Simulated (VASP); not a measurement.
# SnSe2 (P-3m1) in VASP: settings compared

The runs below take SnSe2 through relaxation of cell and atoms, single point, with b88 exchange, pbe correlation, PBEsol+D4, RPBE+D4.

Program: VASP 6.6.1. These are calculated values, not measurements. Logs are shortened: lines on timing, memory, paths and dates and some standing lists are left out, and cuts for length are marked.

## (1) The cell of the first run

Symmetry: P-3m1, No. 164, trigonal system. The conventional cell has a = 3.811 Å, b = 3.811 Å, c = 6.136 Å, α = 90.00°, β = 90.00°, γ = 120.00°. Within 3.5 Å of Sn (site symmetry -3m) lie 6 Se at 2.68 Å. Se (site symmetry 3m) has 3 Sn at 2.68 Å within 3.5 Å.

## (2) Relaxation of cell and atoms, b88 exchange, pbe correlation

INCAR reads:

```
PREC = Accurate ; ENCUT = 500
EDIFF = 1E-7 ; ISMEAR = -1
SIGMA = 0.05 ; LREAL = False
LASPH = True ; NELM = 120
ALGO = Normal ; ISIF = 3
LWAVE = False ; LCHARG = False
GGA = LIBXC ; LIBXC1 = GGA_X_B88
LIBXC2 = GGA_C_PBE ; IBRION = 2
NSW = 60 ; EDIFFG = -0.01
GGA_COMPAT = False ; NELMIN = 4
```

KPOINTS reads:

```
regular mesh
0
Gamma
  8 8 5
```

POSCAR reads:

```
SnSe2
1.0
    3.8110000000      0.0000000000      0.0000000000
   -1.9055000000      3.3004228138      0.0000000000
    0.0000000000      0.0000000000      6.1360000000
Sn Se
1 2
Direct
    0.0000000000      0.0000000000      0.0000000000
    0.6666666667      0.3333333333      0.7510000000
    0.3333333333      0.6666666667      0.2490000000
```

Potentials or basis: VASP PAW PBE potentials, release 64 (Sn_d, Se).

Run with:

```sh
> cat potpaw_PBE.64/Sn_d/POTCAR potpaw_PBE.64/Se/POTCAR > POTCAR
> mpirun -np 1 vasp_std > vasp.out
```

OUTCAR:

```text
PREC = Accurate
   ENCUT = 500
   EDIFF = 1E-7
   ISMEAR = -1
   LREAL = False
   LASPH = True
   NELM = 120
   ISIF = 3
   GGA = LIBXC
   IBRION = 2
   NSW = 60
   EDIFFG = -0.01
   NELMIN = 4

 ion  position               nearest neighbor table
   1  0.000  0.000  0.000-   2 2.68   3 2.68   3 2.68   2 2.68   2 2.68   3 2.68
   2  0.667  0.333  0.751-   1 2.68   1 2.68   1 2.68
   3  0.333  0.667  0.249-   1 2.68   1 2.68   1 2.68

  LATTYP: Found a hexagonal cell.
 ALAT       =     3.8110000000
 C/A-ratio  =     1.6100760955

  Lattice vectors:

 A1 = (   3.8110000000,   0.0000000000,   0.0000000000)
 A2 = (  -1.9055000000,   3.3004228138,   0.0000000000)
 A3 = (   0.0000000000,   0.0000000000,   6.1360000000)

Analysis of symmetry for initial positions (statically):
=====================================================================
 Subroutine PRICEL returns:
 Original cell was already a primitive cell.

 Routine SETGRP: Setting up the symmetry group for a
 hexagonal supercell.

 Subroutine GETGRP returns: Found 12 space group operations
 (whereof 12 operations were pure point group operations)
 out of a pool of 24 trial point group operations.

The static configuration has the point symmetry D_3d.

Analysis of symmetry for dynamics (positions and initial velocities):
=====================================================================
 Subroutine PRICEL returns:
 Original cell was already a primitive cell.

 Routine SETGRP: Setting up the symmetry group for a
 hexagonal supercell.

 Subroutine GETGRP returns: Found 12 space group operations
 (whereof 12 operations were pure point group operations)
 out of a pool of 24 trial point group operations.

The dynamic configuration has the point symmetry D_3d.

 Subroutine INISYM returns: Found 12 space group operations
 (whereof 12 operations are pure point group operations),
 and found     1 'primitive' translations

----------------------------------------------------------------------------------------

                                     Primitive cell

  volume of cell :      77.1781

  direct lattice vectors                    reciprocal lattice vectors
     3.811000000  0.000000000  0.000000000     0.262398321  0.151495741  0.000000000
    -1.905500000  3.300422814  0.000000000     0.000000000  0.302991482  0.000000000
     0.000000000  0.000000000  6.136000000     0.000000000  0.000000000  0.162972621

  length of vectors
     3.811000000  3.811000000  6.136000000     0.302991482  0.302991482  0.162972621

[... 78 lines left out ...]
   LSORBIT =      F    spin-orbit coupling
   LASPH  =      T    aspherical Exc in radial PAW
   ENCUT  =  500.0 eV  36.75 Ry    6.06 a.u.   6.95  6.95 11.19*2*pi/ulx,y,z
   NELM   =    120;   NELMIN=  4; NELMDL= -5     # of ELM steps
   EDIFF  = 0.1E-06   stopping-criterion for ELM
   LREAL  =      F    real-space projection
   EDIFFG = -.1E-01   stopping-criterion for IOM
   NSW    =     60    number of steps for IOM
   IBRION =      2    ionic relax: 0-MD 1-quasi-New 2-CG
   NFREE  =      1    steps in history (QN), initial steepest desc. (CG)
   ISIF   =      3    stress and relaxation
   ISYM   =      2    0-nonsym 1-usesym 2-fastsym
   POTIM  = 0.5000    time-step for ionic-motion
   TEBEG  =    0.0;   TEEND  =   0.0 temperature during run
   PSTRESS=    0.0 pullay stress
   NELECT =      26.0000    total number of electrons
   NUPDOWN=      -1.0000    fix difference up-down
   EMIN   =  10.00;   EMAX   =-10.00  energy-range for DOS
   EFERMI =   0.00;   METHOD = LEGACY
   ISMEAR =    -1;   SIGMA  =   0.05  broadening in eV -4-tet -1-fermi 0-gaus
   EFERMI_NEDOS =   21; number of points for ismear=-14 and -15
   IALGO  =     38    algorithm
   IMIX   =      4    mixing-type and parameters
     AMIX     =   0.40;   BMIX     =  1.00
     AMIX_MAG =   1.60;   BMIX_MAG =  1.00
  volume/ion in A,a.u.               =      25.73       173.61
  Fermi-wavevector in a.u.,A,eV,Ry     =   1.139116  2.152617 17.654722  1.297585
  Thomas-Fermi vector in A             =   2.275820
   LORBIT       =      0    0 simple, 1 ext, 2 COOP (PROOUT), +10 PAW based schemes
   GGA     = LIBXC    functional components
   LHFCALC =     F    Hartree Fock is set to
   AEXX    =    0.0000 exact exchange contribution
   IVDW    =     0    specifies the selected vdW correction
   LEPSILON=     F    determine dielectric tensor
   LRPA    =     F    only Hartree local field effects (RPA)
 conjugate gradient relaxation of ions
 non-spin polarized calculation
  energy-cutoff  :      500.00
  volume of cell :       77.18
 maximum number of plane-waves:      1977
   NGX = 13   NGY = 13   NGZ = 23

--------------------------------------- Ionic step        1  -------------------------------------------

 number of electron      26.0000006 magnetization

 Free energy of the ion-electron system (eV)
  ---------------------------------------------------
  ext. energy  EPLUGINS =         0.00000000
  ---------------------------------------------------
  free energy    TOTEN  =       -11.33494685 eV

  energy without entropy =      -11.33492551  energy(sigma->0) =      -11.33493618

 E-fermi :   4.5397     XC(G=0):  -9.4699

 val. band max:        4.1229553293   @ k =   0.1250   0.0000   0.0000
 cond. band min:       4.9246647560   @ k =   0.5000   0.0000   0.4000
 fundamental gap:      0.8017094267
 Fermi energy:         4.5397251050

 k-point     1 :       0.0000    0.0000    0.0000
  band No.  band energies     occupation
      1     -17.1614      2.00000
      2     -17.1614      2.00000
      3     -17.1212      2.00000
      4     -17.1065      2.00000
      5     -17.1065      2.00000
      6      -9.8816      2.00000
[... 575 lines left out ...]
  FREE ENERGIE OF THE ION-ELECTRON SYSTEM (eV)
  ---------------------------------------------------
  free  energy   TOTEN  =       -11.4401216190 eV

  energy  without entropy=      -11.4400344633  energy(sigma->0) =      -11.44007804

[... ionic steps 4 to 21 ...]

--------------------------------------- Ionic step       22  -------------------------------------------

 number of electron      26.0000005 magnetization

------------------------ aborting loop because EDIFF is reached ----------------------------------------
[... 69 lines left out ...]
--------------------------------------- Ionic step       24  -------------------------------------------

 number of electron      26.0000006 magnetization

 Free energy of the ion-electron system (eV)
  ---------------------------------------------------
  ext. energy  EPLUGINS =         0.00000000
  ---------------------------------------------------
  free energy    TOTEN  =       -11.48152240 eV

  energy without entropy =      -11.48147364  energy(sigma->0) =      -11.48149802

 E-fermi :   1.7323     XC(G=0):  -7.5448

 val. band max:        1.3162812030   @ k =   0.1250   0.0000   0.2000
 cond. band min:       2.0883391899   @ k =   0.5000   0.0000   0.4000
 fundamental gap:      0.7720579869
 Fermi energy:         1.7323109007

 k-point     1 :       0.0000    0.0000    0.0000
  band No.  band energies     occupation
      1     -19.7982      2.00000
      2     -19.7982      2.00000
      3     -19.7651      2.00000
      4     -19.7566      2.00000
      5     -19.7566      2.00000
      6     -12.0047      2.00000
[... 501 lines left out ...]
  FREE ENERGIE OF THE ION-ELECTRON SYSTEM (eV)
  ---------------------------------------------------
  free  energy   TOTEN  =       -11.4815223996 eV

  energy  without entropy=      -11.4814736448  energy(sigma->0) =      -11.48149802

 reached required accuracy - stopping structural energy minimisation
```

OSZICAR:

```text
N       E                     dE             d eps       ncg     rms          rms(c)
DAV:   1     0.193166873908E+03    0.19317E+03   -0.12350E+04  1384   0.170E+03
DAV:   2     0.802026265456E+01   -0.18515E+03   -0.18209E+03  1507   0.377E+02
DAV:   3    -0.110605934090E+02   -0.19081E+02   -0.18462E+02  1726   0.116E+02
[... 280 lines left out ...]
DAV:   5    -0.114815207646E+02   -0.59421E-06   -0.27008E-06  1602   0.145E-02    0.264E-03
DAV:   6    -0.114815218668E+02   -0.11022E-05   -0.97177E-07  1563   0.774E-03    0.812E-04
DAV:   7    -0.114815222382E+02   -0.37139E-06   -0.28681E-07  1366   0.291E-03    0.637E-04
DAV:   8    -0.114815223928E+02   -0.15467E-06   -0.18494E-07  1283   0.282E-03    0.188E-04
DAV:   9    -0.114815223996E+02   -0.68030E-08   -0.16612E-08  1041   0.926E-04
  24 F= -.11481522E+02 E0= -.11481498E+02  d E =-.477110E-04
```

CONTCAR:

```text
SnSe2
   1.00000000000000
     3.8729022420884478   -0.0000000000000004    0.0000000000000001
    -1.9364511210442243    3.3540317279987817   -0.0000000000000009
    -0.0000000000000002   -0.0000000000000008    8.1134178869012068
  Sn              Se
     1     2
Direct
     0.0000000000000000    0.0000000000000000    0.0000000000000000
     0.6666666667000030    0.3333333332999970    0.8037041504344213
     0.3333333332999970    0.6666666667000030    0.1962958495655786

  0.00000000E+00  0.00000000E+00  0.00000000E+00
  0.00000000E+00  0.00000000E+00  0.00000000E+00
  0.00000000E+00  0.00000000E+00  0.00000000E+00
```

Wall time 6.3 min (1 thread of Intel Xeon 6975P-C (Granite Rapids), shared host); peak memory 0.22 GiB.

Results:

* Free energy: -11.4815 eV
* Relaxed volume: 35.13 Å³/atom
* Relaxed cell: a = 3.873 Å, b = 3.873 Å, c = 8.113 Å, α = 90.00°, β = 90.00°, γ = 120.00°
* Space group after relaxing (to 0.1 Å): P-3m1 (No. 164)
* Energy gained by relaxing: 48.9 meV/atom
* Ionic steps: 24
* Pressure after relaxing: 0.0 GPa
* Largest force after relaxing: 0.005 eV/Å
* Band gap on the k mesh: 0.77 eV (least direct gap 1.09 eV)

Forces in eV/Å, atoms in the order of the input:
```
Sn   0.000  0.000  0.000
Se   0.000  0.000  0.005
Se   0.000  0.000 -0.005
```

Step by step:
| step | energy change (eV) | largest force (eV/Å) | pressure (GPa) | volume (Å³) |
| --- | --- | --- | --- | --- |
| 1 | 0.0000 | 0.7826 | 5.54 | 77.18 |
| 2 | -0.0409 | 0.6334 | -3.25 | 87.53 |
| 3 | -0.1052 | 0.0780 | 0.00 | 82.68 |
| 4 | -0.1052 | 0.0631 | 0.09 | 82.57 |
| 5 | -0.1066 | 0.0752 | 0.11 | 82.69 |
| 6 | -0.1097 | 0.1116 | 0.16 | 83.04 |
| 7 | -0.1101 | 0.1847 | 0.30 | 83.70 |
| 8 | -0.1109 | 0.1496 | 0.23 | 83.40 |
| 9 | -0.1119 | 0.1463 | 0.21 | 83.61 |
| 10 | -0.1148 | 0.1358 | 0.15 | 84.23 |
| 11 | -0.1198 | 0.1137 | 0.06 | 85.47 |
| 12 | -0.1271 | 0.0634 | -0.05 | 87.98 |
| 13 | -0.1334 | 0.0684 | -0.03 | 93.06 |
| 14 | -0.1333 | 0.1144 | 0.00 | 94.75 |
| 15 | -0.1357 | 0.0862 | -0.06 | 95.65 |
| 16 | -0.1408 | 0.0135 | -0.20 | 98.36 |
| 17 | -0.1450 | 0.0886 | -0.30 | 103.71 |
| 18 | -0.1460 | 0.0133 | 0.15 | 104.40 |
| 19 | -0.1461 | 0.0271 | 0.07 | 104.27 |
| 20 | -0.1463 | 0.0073 | 0.07 | 104.60 |
| 21 | -0.1465 | 0.0193 | 0.08 | 105.04 |
| 22 | -0.1465 | 0.0095 | -0.08 | 105.63 |
| 23 | -0.1465 | 0.0033 | -0.01 | 105.37 |
| 24 | -0.1466 | 0.0054 | -0.01 | 105.39 |

Final structure:
```xyz
3
Lattice="3.8729 0.0000 0.0000 -1.9365 3.3540 0.0000 0.0000 0.0000 8.1134" Properties=species:S:1:pos:R:3 pbc="T T T"
Sn    0.0000    0.0000    0.0000
Se    1.9365    1.1180    6.5208
Se    0.0000    2.2360    1.5926
```

Caveat: the volume moved by over 15 % at a fixed basis, so the end points are rough; the PAW data sets were made with another functional, which shifts forces and pressure a little; spin-orbit coupling is left out, which moves the levels of the heavy elements; an odd mesh through Γ misses points on the zone boundary, where band edges can lie.

## (3) Single point, PBEsol+D4, collinear spin (26.76 Å³/atom)

This run uses another cell than the first one, of 26.76 Å³/atom.

INCAR reads:

```
SYSTEM = SnSe2
PREC     = Accurate       ! precision mode
ENCUT    = 520            ! plane-wave cutoff, eV
EDIFF    = 1E-6           ! SCF threshold, eV
ISMEAR   = -5             ! smearing method
SIGMA    = 0.05           ! smearing width, eV
LREAL    = .False.        ! projectors in reciprocal space
LASPH    = .True.         ! aspherical terms in the spheres
NELM     = 150            ! most SCF steps
ALGO     = Normal         ! electronic algorithm
ISIF     = 2              ! what is computed and relaxed
LWAVE    = .False.        ! write WAVECAR
LCHARG   = .False.        ! write CHGCAR
ISPIN    = 2              ! spin polarisation
MAGMOM   = 1 0 0          ! initial moments
LORBIT   = 11             ! projections on sites
NUPDOWN  = 1.0            ! fixed moment
GGA      = PS             ! functional
IVDW     = 13             ! dispersion correction
NBANDS   = 24             ! bands
```

KPOINTS reads:

```
regular mesh
0
Gamma
  8 8 5
  0 0 0
```

POSCAR reads:

```
SnSe2
1.0
    3.8611504880      0.0000000000      0.0000000000
   -1.9305752440      3.3438544104      0.0000000000
    0.0000000000      0.0000000000      6.2167461018
Sn Se
1 2
Direct
    0.0000000000      0.0000000000      0.0000000000
    0.6666666667      0.3333333333      0.7510000000
    0.3333333333      0.6666666667      0.2490000000
```

Potentials or basis: VASP PAW PBE potentials, release 64 (Sn_d, Se).

Run with:

```sh
> cat potpaw_PBE.64/Sn_d/POTCAR potpaw_PBE.64/Se/POTCAR > POTCAR
> mpirun -np 1 vasp_std > vasp.out
```

Run time: 2.1 min. Hardware: 1 thread of Intel Xeon Platinum 8259CL at 2.50GHz (Skylake/Cascade Lake), shared host; peak memory 0.3 GiB.

It converged, with:

| Quantity | Value |
| --- | --- |
| Free energy | -12.9191 eV |
| Pressure | 1.1 GPa |
| Largest force | 0.864 eV/Å |
| Net moment | 1.00 μB per cell |
| Site moments | Sn +0.13; Se +0.26 μB |
| Valence electrons inside the program's atomic spheres | Sn 12.24; Se 3.78 |
| Dispersion energy per atom | -0.218 eV |

Forces on the atoms (eV/Å):
```
Sn   0.000  0.000  0.000
Se   0.000  0.000 -0.864
Se   0.000  0.000  0.864
```

Stress tensor (GPa, compression positive):
```
0.62 0.00 0.00
0.00 0.62 0.00
0.00 0.00 2.15
```

Caveat: the PAW data sets were made with another functional, which shifts forces and pressure a little; spin-orbit coupling is left out, which moves the levels of the heavy elements; the total moment is fixed, so each spin has its own Fermi level.

## (4) Single point, PBEsol+D4, collinear spin (27.27 Å³/atom)

This run uses another cell than the first one, of 27.27 Å³/atom.

INCAR reads:

```
SYSTEM = SnSe2
PREC = Accurate ; ENCUT = 520
EDIFF = 1E-6 ; ISMEAR = -5
SIGMA = 0.05 ; LREAL = .FALSE.
LASPH = .TRUE. ; NELM = 150
ALGO = Normal ; ISIF = 2
LWAVE = .FALSE. ; LCHARG = .FALSE.
ISPIN = 2 ; MAGMOM = 1 0 0
LORBIT = 11 ; NUPDOWN = 1.0
GGA = PS ; IVDW = 13
NBANDS = 24
```

KPOINTS reads:

```
Automatic mesh
0
G
  8 8 5
  0 0 0
```

POSCAR reads:

```
SnSe2
1.0
    3.8857444663      0.0000000000      0.0000000000
   -1.9428722331      3.3651534204      0.0000000000
    0.0000000000      0.0000000000      6.2563442784
Sn Se
1 2
Direct
    0.0000000000      0.0000000000      0.0000000000
    0.6666666667      0.3333333333      0.7510000000
    0.3333333333      0.6666666667      0.2490000000
```

Run with:

```sh
> cat potpaw_PBE.64/Sn_d/POTCAR potpaw_PBE.64/Se/POTCAR > POTCAR
> mpirun -np 1 vasp_std > vasp.out
```

Run time: 2.1 min. Hardware: 1 thread of Intel Xeon Platinum 8259CL at 2.50GHz (Skylake/Cascade Lake), shared host; peak memory 0.3 GiB.

It converged, with:

```
Free energy                                           : -12.9245 eV
Pressure                                              : 0.0 GPa
Largest force                                         : 0.695 eV/Å
Net moment                                            : 1.00 μB per cell
Site moments                                          : Sn +0.13; Se +0.26 μB
Valence electrons inside the program's atomic spheres : Sn 12.22; Se 3.77
Dispersion energy per atom                            : -0.214 eV
```

Forces in eV/Å, atoms in the order of the input:
```
Sn   0.000  0.000  0.000
Se   0.000  0.000 -0.695
Se   0.000  0.000  0.695
```

Stress tensor (GPa, compression positive):
```
-0.56  0.00  0.00
 0.00 -0.56  0.00
 0.00  0.00  1.03
```

Caveat: the PAW data sets were made with another functional, which shifts forces and pressure a little; spin-orbit coupling is left out, which moves the levels of the heavy elements; the total moment is fixed, so each spin has its own Fermi level.

## (5) Single point, RPBE+D4

This run uses another cell than the first one, of 24.72 Å³/atom.

INCAR reads:

```
SYSTEM = SnSe2
PREC = Accurate
ENCUT = 520
EDIFF = 1E-6
ISMEAR = -1
SIGMA = 0.05
LREAL = .False.
LASPH = .True.
NELM = 60
ALGO = Normal
ISIF = 2
LWAVE = .False.
LCHARG = .True.
GGA = RP
IVDW = 13
LELF = .True.
LVHAR = .True.
NBANDS = 20
```

KPOINTS reads:

```
regular mesh
0
Gamma
  8 8 5
  0 0 0
```

POSCAR reads:

```
SnSe2
1.0
    3.8173269437      0.0000000000      0.0000000000
   -1.9086634719      3.3059021078      0.0000000000
    0.0000000000      0.0000000000      5.8759614153
Sn Se
1 2
Direct
    0.0000000000      0.0000000000      0.0000000000
    0.6666666667      0.3333333333      0.7282708630
    0.3333333333      0.6666666667      0.2717291370
```

Run with:

```sh
> cat potpaw_PBE.64/Sn_d/POTCAR potpaw_PBE.64/Se/POTCAR > POTCAR
> mpirun -np 1 vasp_std > vasp.out
```

It took 92 s on 1 thread of AMD EPYC 7R13, shared host; peak memory 0.19 GiB.

Results (log left out):

```
Free energy                : -13.0522 eV
Pressure                   : 0.1 GPa
Largest force              : 0.017 eV/Å
Band gap on the k mesh     : 0.43 eV (least direct gap 0.88 eV)
Dispersion energy per atom : -0.792 eV
```

Forces on the atoms (eV/Å):
```
Sn   0.000  0.000  0.000
Se   0.000  0.000 -0.017
Se   0.000  0.000  0.017
```

Levels at points of the mesh, in eV from the valence-band top:
```csv
k point,band 9,band 10,band 11,band 12,band 13,band 14,band 15,band 16,band 17,band 18
"(0.00, 0.00, 0.00)",-0.79,-0.79,-0.70,-0.70,-0.11,0.77,2.97,4.51,4.51,8.07
"(0.50, 0.00, 0.00)",-4.45,-3.49,-2.82,-1.93,-0.43,1.19,3.49,4.76,4.87,6.94
```

Caveat: the PAW data sets were made with another functional, which shifts forces and pressure a little; spin-orbit coupling is left out, which moves the levels of the heavy elements; an odd mesh through Γ misses points on the zone boundary, where band edges can lie.

## (6) Overview

| task | level | spin | fixed moment (μB) | cell | cutoff (eV) | smearing | gap on the mesh (eV) | pressure (GPa) | moment (μB) | largest force (eV/Å) |
| --- | --- | --- | --- | --- | --- | --- | --- | --- | --- | --- |
| relaxation of cell and atoms | b88 exchange, pbe correlation | off | - | relaxed from a = 3.811, b = 3.811, c = 6.136 Å, angles 90.0, 90.0, 120.0°, 3 atoms, atomic positions A | 500 | fermi-dirac 0.05 eV | 0.77 | 0.0 | - | 0.01 |
| single point | PBEsol+D4 | collinear | 1.0 | a = 3.861, b = 3.861, c = 6.217 Å, angles 90.0, 90.0, 120.0°, 3 atoms, atomic positions A | 520 | tetrahedron | - | 1.1 | 1.00 | 0.86 |
| single point | PBEsol+D4 | collinear | 1.0 | a = 3.886, b = 3.886, c = 6.256 Å, angles 90.0, 90.0, 120.0°, 3 atoms, atomic positions A | 520 | tetrahedron | - | 0.0 | 1.00 | 0.69 |
| single point | RPBE+D4 | off | - | a = 3.817, b = 3.817, c = 5.876 Å, angles 90.0, 90.0, 120.0°, 3 atoms, atomic positions B | 520 | fermi-dirac 0.05 eV | 0.43 | 0.1 | - | 0.02 |

Alike in all rows: potentials or basis VASP PAW PBE potentials, release 64 (Sn_d, Se); k mesh 8 × 8 × 5.

Caveats: the PAW data sets were made with another functional, which shifts forces and pressure a little; spin-orbit coupling is left out, which moves the levels of the heavy elements; an odd mesh through Γ misses points on the zone boundary, where band edges can lie (at least some runs); the total moment is fixed, so each spin has its own Fermi level (at least some runs); the volume moved by over 15 % at a fixed basis, so the end points are rough (at least some runs).

Total energies depend on the potentials used, so only differences within one code and one set of settings carry meaning.
